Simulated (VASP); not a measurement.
# W (C2/m) in VASP: single point with PBEsol

Aim: the single point of W with PBEsol.

Program: VASP 6.6.1. These are calculated values, not measurements. Logs are shortened: lines on timing, memory, paths and dates and some standing lists are left out, and cuts for length are marked.

### 1 The cell of the first run

Symmetry: C2/m, No. 12, monoclinic system. Conventional cell: a = 3.998 Å, b = 3.998 Å, c = 3.998 Å, α = 90.00°, β = 90.00°, γ = 90.00°. Within 3.3 Å of W (site symmetry m) lie 12 W at 2.54 to 3.14 Å.

### 2 Single point, PBEsol (atoms displaced along a vibrational mode)

Input file INCAR:

```
PREC     = Accurate       # precision mode
ENCUT    = 520            # plane-wave cutoff, eV
EDIFF    = 1E-7           # SCF threshold, eV
ISMEAR   = 0              # smearing method
SIGMA    = 0.15           # smearing width, eV
LREAL    = False          # projectors in reciprocal space
LASPH    = True           # aspherical terms in the spheres
NELM     = 80             # most SCF steps
ALGO     = Fast           # electronic algorithm
ISIF     = 2              # what is computed and relaxed
LWAVE    = False          # write WAVECAR
LCHARG   = False          # write CHGCAR
GGA      = PS             # functional
NBANDS   = 21             # bands
```

Input file KPOINTS:

```
Automatic mesh
0
Gamma
  16 16 12
```

Input file POSCAR:

```
W
1.0
    0.0000000000     -1.9991269216     -1.9991269216
    0.0000000000      1.9991269216     -1.9991269216
    3.9982538432      0.0000000000      0.0000000000
W
2
Direct
    0.5505220549      0.4494779451      0.4965985151
   -0.0505220549      0.0505220549      0.0034014849
```

Potentials or basis: VASP PAW PBE potentials, release 64 (W_sv).

The run is started by

```
cat potpaw_PBE.64/W_sv/POTCAR > POTCAR
mpirun -np 1 vasp_std > vasp.out
```

OUTCAR:

```text
PREC = Accurate
   ENCUT = 520
   EDIFF = 1E-7
   ISMEAR = 0
   LREAL = False
   LASPH = True
   NELM = 80
   ISIF = 2
   GGA = PS

 ion  position               nearest neighbor table
   1  0.551  0.449  0.497-   2 2.54   2 2.58   2 2.84   2 2.84   2 2.88   2 2.88   2 3.11   2 3.14

   2  0.949  0.051  0.003-   1 2.54   1 2.58   1 2.84   1 2.84   1 2.88   1 2.88   1 3.11   1 3.14

  LATTYP: Found a simple tetragonal cell.
 ALAT       =     2.8271924054
 C/A-ratio  =     1.4142135624

  Lattice vectors:

 A1 = (   0.0000000000,  -1.9991269216,  -1.9991269216)
 A2 = (   0.0000000000,   1.9991269216,  -1.9991269216)
 A3 = (   3.9982538432,   0.0000000000,   0.0000000000)

Analysis of symmetry for initial positions (statically):
=====================================================================
 Subroutine PRICEL returns:
 Original cell was already a primitive cell.

 Routine SETGRP: Setting up the symmetry group for a
 simple tetragonal supercell.

 Subroutine GETGRP returns: Found  4 space group operations
 (whereof  2 operations were pure point group operations)
 out of a pool of 16 trial point group operations.

The static configuration has the point symmetry C_1h.
 The point group associated with its full space group is C_2h.

Analysis of symmetry for dynamics (positions and initial velocities):
=====================================================================
 Subroutine PRICEL returns:
 Original cell was already a primitive cell.

 Routine SETGRP: Setting up the symmetry group for a
 simple tetragonal supercell.

 Subroutine GETGRP returns: Found  4 space group operations
 (whereof  2 operations were pure point group operations)
 out of a pool of 16 trial point group operations.

The dynamic configuration has the point symmetry C_1h.
 The point group associated with its full space group is C_2h.

 Subroutine INISYM returns: Found  4 space group operations
 (whereof  2 operations are pure point group operations),
 and found     1 'primitive' translations

----------------------------------------------------------------------------------------

                                     Primitive cell

  volume of cell :      31.9581

  direct lattice vectors                    reciprocal lattice vectors
     0.000000000 -1.999126922 -1.999126922     0.000000000 -0.250109182 -0.250109182
     0.000000000  1.999126922 -1.999126922     0.000000000  0.250109182 -0.250109182
     3.998253843  0.000000000  0.000000000     0.250109182  0.000000000  0.000000000

  length of vectors
     2.827192405  2.827192405  3.998253843     0.353707798  0.353707798  0.250109182

  position of ions in fractional coordinates (direct lattice)
     0.550522055  0.449477945  0.496598515
     0.949477945  0.050522055  0.003401485

  ion indices of the primitive-cell ions
   primitive index   ion index
                 1           1
                 2           2

----------------------------------------------------------------------------------------

 KPOINTS: Automatic mesh

Automatic generation of k-mesh.
 Grid dimensions read from file:
 generate k-points for:   16   16   12

 Generating k-lattice:

  Cartesian coordinates                     Fractional coordinates (reciprocal lattice)
     0.000000000 -0.015631824 -0.015631824     0.062500000  0.000000000  0.000000000
     0.000000000  0.015631824 -0.015631824     0.000000000  0.062500000  0.000000000
     0.020842432  0.000000000  0.000000000     0.000000000  0.000000000  0.083333333

  Length of vectors
     0.022106737  0.022106737  0.020842432

  Shift w.r.t. Gamma in fractional coordinates (k-lattice)
     0.000000000  0.000000000  0.000000000

 Subroutine IBZKPT returns following result:
 ===========================================

 Found    826 irreducible k-points:

 Following reciprocal coordinates:
            Coordinates               Weight
  0.000000  0.000000  0.000000      1.000000
  0.062500  0.000000  0.000000      4.000000
  0.125000  0.000000  0.000000      4.000000
  0.187500  0.000000  0.000000      4.000000
  0.250000  0.000000  0.000000      4.000000
  0.312500  0.000000  0.000000      4.000000
[... 16 lines left out ...]
 -0.062500  0.437500  0.000000      4.000000
  0.500000  0.062500  0.000000      4.000000
 [... further k-points ...]
   k-points           NKPTS =    826   k-points in BZ     NKDIM =    826   number of bands    NBANDS=     21
   number of dos      NEDOS =    301   number of ions     NIONS =      2
   total plane-waves  NPLWV =  17280
   dimension x,y,z NGX =    24 NGY =   24 NGZ =   30
   dimension x,y,z NGXF=    48 NGYF=   48 NGZF=   60
   ions per type =               2
   NGX,Y,Z   is equivalent  to a cutoff of  14.11, 14.11, 12.47 a.u.
   NGXF,Y,Z  is equivalent  to a cutoff of  28.23, 28.23, 24.95 a.u.
 SYSTEM =  unknown system
   PREC   = accura    normal or accurate (medium, high low for compatibility)
   ISTART =      0    job   : 0-new  1-cont  2-samecut
   ICHARG =      2    charge: 1-file 2-atom 10-const
   ISPIN  =      1    spin polarized calculation?
   LNONCOLLINEAR =      F non collinear calculations
   LSORBIT =      F    spin-orbit coupling
   LASPH  =      T    aspherical Exc in radial PAW
   ENCUT  =  520.0 eV  38.22 Ry    6.18 a.u.   5.26  5.26  7.43*2*pi/ulx,y,z
   NELM   =     80;   NELMIN=  2; NELMDL= -5     # of ELM steps
   EDIFF  = 0.1E-06   stopping-criterion for ELM
   LREAL  =      F    real-space projection
   EDIFFG = 0.1E-05   stopping-criterion for IOM
   NSW    =      0    number of steps for IOM
   IBRION =     -1    ionic relax: 0-MD 1-quasi-New 2-CG
   NFREE  =      0    steps in history (QN), initial steepest desc. (CG)
   ISIF   =      2    stress and relaxation
   ISYM   =      2    0-nonsym 1-usesym 2-fastsym
   POTIM  = 0.5000    time-step for ionic-motion
   TEBEG  =    0.0;   TEEND  =   0.0 temperature during run
   PSTRESS=    0.0 pullay stress
   NELECT =      28.0000    total number of electrons
   NUPDOWN=      -1.0000    fix difference up-down
   EMIN   =  10.00;   EMAX   =-10.00  energy-range for DOS
   EFERMI =   0.00;   METHOD = LEGACY
   ISMEAR =     0;   SIGMA  =   0.15  broadening in eV -4-tet -1-fermi 0-gaus
   EFERMI_NEDOS =   21; number of points for ismear=-14 and -15
   IALGO  =     68    algorithm
   IMIX   =      4    mixing-type and parameters
     AMIX     =   0.40;   BMIX     =  1.00
     AMIX_MAG =   1.60;   BMIX_MAG =  1.00
  volume/ion in A,a.u.               =      15.98       107.83
  Fermi-wavevector in a.u.,A,eV,Ry     =   1.566512  2.960279 33.388164  2.453961
  Thomas-Fermi vector in A             =   2.668829
   LORBIT       =      0    0 simple, 1 ext, 2 COOP (PROOUT), +10 PAW based schemes
   GGA     = PS    functional components
   LHFCALC =     F    Hartree Fock is set to
   AEXX    =    0.0000 exact exchange contribution
   IVDW    =     0    specifies the selected vdW correction
   LEPSILON=     F    determine dielectric tensor
   LRPA    =     F    only Hartree local field effects (RPA)
 non-spin polarized calculation
 RMM-DIIS sequential band-by-band and
 Gauss-broadening in eV      SIGMA  =   0.15
  energy-cutoff  :      520.00
  volume of cell :       31.96
 maximum number of plane-waves:       888
 NGX is ok and might be reduce to    24
   NGX = 11   NGY = 11   NGZ = 15

 number of electron      27.9999999 magnetization

 Free energy of the ion-electron system (eV)
  ---------------------------------------------------
  ext. energy  EPLUGINS =         0.00000000
  ---------------------------------------------------
  free energy    TOTEN  =       -26.32009645 eV

  energy without entropy =      -26.30003741  energy(sigma->0) =      -26.31006693

 E-fermi :  10.7609     XC(G=0): -13.6623

 val. band max:       10.7607607383   @ k =  -0.0625   0.0625   0.1667
 cond. band min:      10.7617480351   @ k =  -0.4375  -0.1250   0.3333
 fundamental gap:      0.0009872968
 Fermi energy:        10.7609280643

 k-point     1 :       0.0000    0.0000    0.0000
  band No.  band energies     occupation
      1     -62.8103      2.00000
      2     -62.5923      2.00000
      3     -27.7316      2.00000
      4     -26.9064      2.00000
      5     -26.8245      2.00000
      6     -26.5045      2.00000
[... 13 lines left out ...]
     20      16.7476      0.00000
     21      23.6782      0.00000

 k-point     2 :       0.0625    0.0000    0.0000
  band No.  band energies     occupation
      1     -62.8074      2.00000
      2     -62.5921      2.00000
      3     -27.7195      2.00000
      4     -26.9187      2.00000
      5     -26.8330      2.00000
      6     -26.5206      2.00000
[... 13 lines left out ...]
     20      17.0965      0.00000
     21      22.6274      0.00000

 k-point     3 :       0.1250    0.0000    0.0000
  band No.  band energies     occupation
      1     -62.7990      2.00000
      2     -62.5917      2.00000
      3     -27.6841      2.00000
      4     -26.9707      2.00000
      5     -26.8401      2.00000
      6     -26.5800      2.00000
[... 13 lines left out ...]
     20      18.1386      0.00000
     21      21.3815      0.00000

 k-point     4 :       0.1875    0.0000    0.0000
  band No.  band energies     occupation
      1     -62.7861      2.00000
      2     -62.5915      2.00000
      3     -27.6287      2.00000
      4     -27.0613      2.00000
      5     -26.8467      2.00000
      6     -26.6774      2.00000
[... 13 lines left out ...]
     20      19.5253      0.00000
     21      20.2110      0.00000

 k-point     5 :       0.2500    0.0000    0.0000
  band No.  band energies     occupation
      1     -62.7702      2.00000
      2     -62.5919      2.00000
      3     -27.5585      2.00000
      4     -27.1671      2.00000
      5     -26.9159      2.00000
      6     -26.7353      2.00000
[... 13 lines left out ...]
     20      19.2860      0.00000
     21      21.0295      0.00000

 k-point     6 :       0.3125    0.0000    0.0000
  band No.  band energies     occupation
      1     -62.7535      2.00000
      2     -62.5931      2.00000
      3     -27.4821      2.00000
      4     -27.2658      2.00000
      5     -27.0518      2.00000
      6     -26.7284      2.00000
[... 13 lines left out ...]
     20      18.7447      0.00000
     21      22.5464      0.00000

 k-point     7 :       0.3750    0.0000    0.0000
  band No.  band energies     occupation
      1     -62.7383      2.00000
      2     -62.5950      2.00000
      3     -27.4147      2.00000
      4     -27.3369      2.00000
      5     -27.1841      2.00000
      6     -26.7080      2.00000
[... 13 lines left out ...]
     20      18.6069      0.00000
     21      22.5962      0.00000
[... 291 lines left out ...]
      1     -62.7361      2.00000
      2     -62.5942      2.00000
      3     -27.4087      2.00000
      4     -27.3403      2.00000
      5     -27.1867      2.00000
      6     -26.7296      2.00000
[... 13 lines left out ...]
     20      18.6688      0.00000
     21      22.7707      0.00000

 k-point    21 :      -0.0625    0.3750    0.0000
  band No.  band energies     occupation
      1     -62.7358      2.00000
      2     -62.5945      2.00000
      3     -27.4055      2.00000
      4     -27.3365      2.00000
      5     -27.1924      2.00000
      6     -26.7171      2.00000
[... 13 lines left out ...]
     20      18.7503      0.00000
     21      22.5584      0.00000

 k-point    22 :       0.4375    0.0625    0.0000
  band No.  band energies     occupation
      1     -62.7254      2.00000
      2     -62.5960      2.00000
      3     -27.3947      2.00000
      4     -27.3529      2.00000
      5     -27.2732      2.00000
      6     -26.7098      2.00000
[... 13 lines left out ...]
     20      18.6303      0.00000
     21      22.2154      0.00000

 k-point    23 :      -0.0625    0.4375    0.0000
  band No.  band energies     occupation
      1     -62.7252      2.00000
      2     -62.5962      2.00000
      3     -27.3895      2.00000
      4     -27.3550      2.00000
      5     -27.2748      2.00000
      6     -26.7038      2.00000
[... 13 lines left out ...]
     20      18.6817      0.00000
     21      22.1207      0.00000

 k-point    24 :       0.5000    0.0625    0.0000
  band No.  band energies     occupation
      1     -62.7214      2.00000
      2     -62.5969      2.00000
      3     -27.3864      2.00000
      4     -27.3761      2.00000
      5     -27.2858      2.00000
      6     -26.7004      2.00000
[... 13 lines left out ...]
     20      18.5503      0.00000
     21      21.9997      0.00000

 [... further k-points ...]

------------------------ aborting loop because EDIFF is reached ----------------------------------------

  FORCE on cell =-STRESS in cart. coord.  units (eV):
  Direction    XX          YY          ZZ          XY          YZ          ZX
  --------------------------------------------------------------------------------------
  -------------------------------------------------------------------------------------
  Total        3.5516308      0.1726075      2.3180184     -0.1670038      0.0000000      0.0000000
  in kB      178.0562807      8.6534474    116.2107687     -8.3725109      0.0000000      0.0000000
  external PRESSURE =     100.9734989 kB  Pullay stress =       0.0000000 kB

 VOLUME and BASIS-vectors are now :
 -----------------------------------------------------------------------------
  energy-cutoff  :      520.00
  volume of cell :       31.96
      direct lattice vectors                 reciprocal lattice vectors
     0.000000000 -1.999126922 -1.999126922     0.000000000 -0.250109182 -0.250109182
     0.000000000  1.999126922 -1.999126922     0.000000000  0.250109182 -0.250109182
     3.998253843  0.000000000  0.000000000     0.250109182  0.000000000  0.000000000

 POSITION                                       TOTAL-FORCE (eV/Angst)
 -----------------------------------------------------------------------------------
      1.98553     -0.20200     -1.99913         0.323727      1.631440      0.000000
      0.01360     -1.79713     -1.99913        -0.323727     -1.631440      0.000000
 -----------------------------------------------------------------------------------
    total drift:                                0.000000     -0.000000      0.000000

  FREE ENERGIE OF THE ION-ELECTRON SYSTEM (eV)
  ---------------------------------------------------
  free  energy   TOTEN  =       -26.3200964533 eV

  energy  without entropy=      -26.3000374120  energy(sigma->0) =      -26.31006693
```

It took 4.8 min on 1 thread of Intel Xeon Platinum 8488C (Sapphire Rapids), shared host; peak memory 0.5 GiB.

Results:

| Item | Value |
| --- | --- |
| Free energy | -26.3201 eV |
| Pressure | 10.1 GPa |
| Largest force | 1.663 eV/Å |
| Band gap on the k mesh | zero (bands 14 and 15 overlap by 3.69 eV) |

Forces in eV/Å, atoms in the order of the input:
```
W    0.324  1.631  0.000
W   -0.324 -1.631  0.000
```

Levels at points of the mesh, in eV from the Fermi level:
```csv
k point,band 12,band 13,band 14,band 15,band 16,band 17
"(0.00, 0.00, 0.00)",-1.26,-0.73,-0.14,1.89,3.14,3.31
"(0.50, 0.00, 0.00)",-2.78,-1.54,-1.38,0.89,1.41,1.76
"(0.50, 0.50, 0.00)",-4.36,1.92,3.15,4.42,4.96,5.64
"(0.00, 0.00, 0.50)",-3.46,-0.90,-0.65,2.04,2.09,2.37
"(0.50, 0.00, 0.50)",-1.50,-0.44,-0.38,0.78,0.82,4.24
"(0.50, 0.50, 0.50)",-2.08,-2.04,-1.90,1.97,2.02,5.92
```

Caveat: the cell differs from its parent crystal (atoms displaced along a vibrational mode); the cell stands under pressure; the PAW data sets were made with another functional, which shifts forces and pressure a little; spin-orbit coupling is left out, which moves the levels of the heavy elements.
